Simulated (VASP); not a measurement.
# TePb (F-43m) in VASP: settings compared, part 2 of 2

VASP 6.6.1.

## Step 3: Single point, PBE

File INCAR:

```
PREC     = Accurate       # precision mode
ENCUT    = 520            # plane-wave cutoff, eV
EDIFF    = 1E-6           # SCF threshold, eV
ISMEAR   = 0              # smearing method
SIGMA    = 0.01           # smearing width, eV
LREAL    = F              # projectors in reciprocal space
LASPH    = T              # aspherical terms in the spheres
NELM     = 60             # most SCF steps
ALGO     = Normal         # electronic algorithm
ISIF     = 2              # what is computed and relaxed
LWAVE    = F              # write WAVECAR
LCHARG   = F              # write CHGCAR
GGA      = PE             # functional
NBANDS   = 17             # bands
```

File KPOINTS:

```
regular mesh
0
Gamma
  4 4 4
```

File POSCAR:

```
TePb
1.0
    0.0000000000      3.6414940830      3.6414940830
    3.6414940830      0.0000000000      3.6414940830
    3.6414940830      3.6414940830      0.0000000000
Pb Te
1 1
Direct
    0.0000000000      0.0000000000      0.0000000000
    0.2500000000      0.2500000000      0.2500000000
```

Potentials or basis: VASP PAW PBE potentials, release 64 (Pb_d, Te).

The run is started by

```sh
$ cat potpaw_PBE.64/Pb_d/POTCAR potpaw_PBE.64/Te/POTCAR > POTCAR
$ mpirun -np 1 vasp_std > vasp.out
```

OUTCAR:

```text
PREC = Accurate
   ENCUT = 520
   EDIFF = 1E-6
   ISMEAR = 0
   LREAL = F
   LASPH = T
   NELM = 60
   ISIF = 2
   GGA = PE

 ion  position               nearest neighbor table
   1  0.000  0.000  0.000-   2 3.15   2 3.15   2 3.15   2 3.15
   2  0.250  0.250  0.250-   1 3.15   1 3.15   1 3.15   1 3.15

  LATTYP: Found a face centered cubic cell.
 ALAT       =     7.2829881660

  Lattice vectors:

 A1 = (   0.0000000000,   3.6414940830,   3.6414940830)
 A2 = (   3.6414940830,   0.0000000000,   3.6414940830)
 A3 = (   3.6414940830,   3.6414940830,   0.0000000000)

Analysis of symmetry for initial positions (statically):
=====================================================================
 Subroutine PRICEL returns:
 Original cell was already a primitive cell.

 Routine SETGRP: Setting up the symmetry group for a
 face centered cubic supercell.

 Subroutine GETGRP returns: Found 24 space group operations
 (whereof 24 operations were pure point group operations)
 out of a pool of 48 trial point group operations.

The static configuration has the point symmetry T_d .

Analysis of symmetry for dynamics (positions and initial velocities):
=====================================================================
 Subroutine PRICEL returns:
 Original cell was already a primitive cell.

 Routine SETGRP: Setting up the symmetry group for a
 face centered cubic supercell.

 Subroutine GETGRP returns: Found 24 space group operations
 (whereof 24 operations were pure point group operations)
 out of a pool of 48 trial point group operations.

The dynamic configuration has the point symmetry T_d .

 Subroutine INISYM returns: Found 24 space group operations
 (whereof 24 operations are pure point group operations),
 and found     1 'primitive' translations

----------------------------------------------------------------------------------------

                                     Primitive cell

  volume of cell :      96.5759

[... 90 lines left out ...]
     AMIX     =   0.40;   BMIX     =  1.00
     AMIX_MAG =   1.60;   BMIX_MAG =  1.00
  volume/ion in A,a.u.               =      48.29       325.86
  Fermi-wavevector in a.u.,A,eV,Ry     =   0.968565  1.830322 12.763860  0.938117
  Thomas-Fermi vector in A             =   2.098544
   LORBIT       =      0    0 simple, 1 ext, 2 COOP (PROOUT), +10 PAW based schemes
   GGA     = PE    functional components
   LHFCALC =     F    Hartree Fock is set to
   AEXX    =    0.0000 exact exchange contribution
   IVDW    =     0    specifies the selected vdW correction
   LEPSILON=     F    determine dielectric tensor
   LRPA    =     F    only Hartree local field effects (RPA)
 non-spin polarized calculation
 Gauss-broadening in eV      SIGMA  =   0.01
  energy-cutoff  :      520.00
  volume of cell :       96.58
 maximum number of plane-waves:      2637
 NGX is ok and might be reduce to    40
   NGX = 19   NGY = 19   NGZ = 19

 number of electron      20.0000000 magnetization

 Free energy of the ion-electron system (eV)
  ---------------------------------------------------
  ext. energy  EPLUGINS =         0.00000000
  ---------------------------------------------------
  free energy    TOTEN  =        -7.15061360 eV

  energy without entropy =       -7.15061360  energy(sigma->0) =       -7.15061360

 E-fermi :   2.8747     XC(G=0):  -7.4501

 val. band max:        2.7954796088   @ k =  -0.2500   0.5000   0.2500
 cond. band min:       3.3840353084   @ k =   0.5000   0.5000   0.0000
 fundamental gap:      0.5885556996
 Fermi energy:         2.8747236966

 k-point     1 :       0.0000    0.0000    0.0000
  band No.  band energies     occupation
      1     -14.1517      2.00000
      2     -14.1517      2.00000
      3     -14.1517      2.00000
      4     -14.1282      2.00000
      5     -14.1282      2.00000
      6      -8.5934      2.00000
[... 137 lines left out ...]
      4     -14.1296      2.00000
      5     -14.1268      2.00000
      6      -7.5221      2.00000
[... 9 lines left out ...]
     16      10.9912      0.00000
     17      11.1678      0.00000

------------------------ aborting loop because EDIFF is reached ----------------------------------------

  FORCE on cell =-STRESS in cart. coord.  units (eV):
  Direction    XX          YY          ZZ          XY          YZ          ZX
  --------------------------------------------------------------------------------------
  -------------------------------------------------------------------------------------
  Total        0.2746135      0.2746135      0.2746135      0.0000000      0.0000000      0.0000000
  in kB        4.5557898      4.5557898      4.5557898      0.0000000      0.0000000      0.0000000
  external PRESSURE =       4.5557898 kB  Pullay stress =       0.0000000 kB

 VOLUME and BASIS-vectors are now :
 -----------------------------------------------------------------------------
  energy-cutoff  :      520.00
  volume of cell :       96.58
      direct lattice vectors                 reciprocal lattice vectors
     0.000000000  3.641494083  3.641494083    -0.137306278  0.137306278  0.137306278
     3.641494083  0.000000000  3.641494083     0.137306278 -0.137306278  0.137306278
     3.641494083  3.641494083  0.000000000     0.137306278  0.137306278 -0.137306278

 POSITION                                       TOTAL-FORCE (eV/Angst)
 -----------------------------------------------------------------------------------
      0.00000      0.00000      0.00000        -0.000000      0.000000      0.000000
      1.82075      1.82075      1.82075         0.000000     -0.000000     -0.000000
 -----------------------------------------------------------------------------------
    total drift:                                0.000000      0.000000      0.000000

  FREE ENERGIE OF THE ION-ELECTRON SYSTEM (eV)
  ---------------------------------------------------
  free  energy   TOTEN  =        -7.1506135992 eV

  energy  without entropy=       -7.1506135992  energy(sigma->0) =       -7.15061360
```

It took 21 s on 1 thread of AMD EPYC 7R13, shared host; peak memory 0.24 GiB.

What came out:

| Item | Value |
| --- | --- |
| Free energy | -7.1506 eV |
| Pressure | 0.5 GPa |
| Band gap on the k mesh | 0.59 eV, indirect (least direct gap 1.19 eV) |

Caveat: spin-orbit coupling is left out, which moves the levels of the heavy elements.

## Step 4: Single point, r2SCAN

POSCAR is that of step 3.

File INCAR.step1:

```
SYSTEM = TePb
ALGO = Normal ; EDIFF = 1E-4
ENCUT = 520 ; GGA = PE
ISMEAR = 0 ; LASPH = .True.
LCHARG = .False. ; LREAL = .False.
LWAVE = .True. ; NBANDS = 17
NELM = 60 ; PREC = Accurate
SIGMA = 0.01
```

File INCAR.step2:

```
SYSTEM = TePb
ALGO = Normal ; EDIFF = 1E-6
ENCUT = 520 ; ISIF = 2
ISMEAR = 0 ; ISTART = 1
LASPH = .True. ; LCHARG = .False.
LMIXTAU = .True. ; LREAL = .False.
LWAVE = .False. ; METAGGA = R2SCAN
NBANDS = 17 ; NELM = 60
PREC = Accurate ; SIGMA = 0.01
```

File KPOINTS:

```
k-points
0
Gamma
  4 4 4
  0 0 0
```

The run is started by

```sh
$ cat potpaw_PBE.64/Pb_d/POTCAR potpaw_PBE.64/Te/POTCAR > POTCAR
$ cp INCAR.step1 INCAR
$ mpirun -np 1 vasp_std > vasp.out
$ cp INCAR.step2 INCAR
$ mpirun -np 1 vasp_std > vasp.out
```

It took 71 s on 1 thread of AMD EPYC 7R13, shared host; peak memory 0.26 GiB.

It converged, with:

* Free energy: -82.2206 eV
* Pressure: -0.1 GPa
* Band gap on the k mesh: 0.75 eV, indirect (least direct gap 1.37 eV)

Levels at points of the mesh, in eV from the valence-band top:
```
           k point  band 7  band 8  band 9  band 10  band 11  band 12  band 13  band 14
(0.00, 0.00, 0.00)   -6.30   -1.56   -1.56    -1.56     1.71     1.71     1.71     4.27
(0.50, 0.00, 0.00)   -8.09   -2.13   -2.13    -1.97     2.55     2.55     4.00     6.02
(0.50, 0.50, 0.00)   -8.63   -2.82   -2.82    -0.62     0.75     4.72     4.72     5.98
```

Caveat: the PAW data sets were made with another functional, which shifts forces and pressure a little; spin-orbit coupling is left out, which moves the levels of the heavy elements.
